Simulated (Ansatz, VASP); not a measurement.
Two plane-wave programs on Te2Mo

```
CELL_PARAMETERS angstrom
3.55666 0.00000 0.00000
-1.77833 3.08016 0.00000
0.00000 0.00000 15.33141
ATOMIC_POSITIONS crystal
Te 0.33333 0.66667 0.63207
Te 0.66667 0.33333 0.13207
Te 0.66667 0.33333 0.36793
Te 0.33333 0.66667 0.86793
Mo 0.33333 0.66667 0.25000
Mo 0.66667 0.33333 0.75000
```

Alike in both runs: functional PBE; k mesh 12 × 12 × 2; occupations gaussian, width 0.02 eV; no spin polarisation.

Ansatz relaxed the structure, and its values are those at the end. VASP's run is a single point on that final structure, the one shown.

|  | VASP | Ansatz |
| --- | --- | --- |
| version | VASP 6.6.1 | Ansatz 0.2.0 |
| potentials or method | VASP PAW PBE potentials, release 64 (Te, Mo_sv), cutoff 520 eV | scalar-relativistic, plane waves, PAW |
| valence electrons in the cell | 52 | 92 |

```csv
,VASP,Ansatz,Ansatz less VASP
gap on the k mesh at the Fermi level (eV),1.02,1.02,-0.004
least direct gap on the mesh (eV),1.03,1.03,+0.001
pressure (GPa),0.0,0.0,-0.01
rms of the force components (eV/Å),0.006,0.000,-0.0058
```

VASP's potentials hold 52 valence electrons a cell and Ansatz's 92, so a difference there can come from the potentials and not from the codes.

Spin-orbit coupling is off throughout.
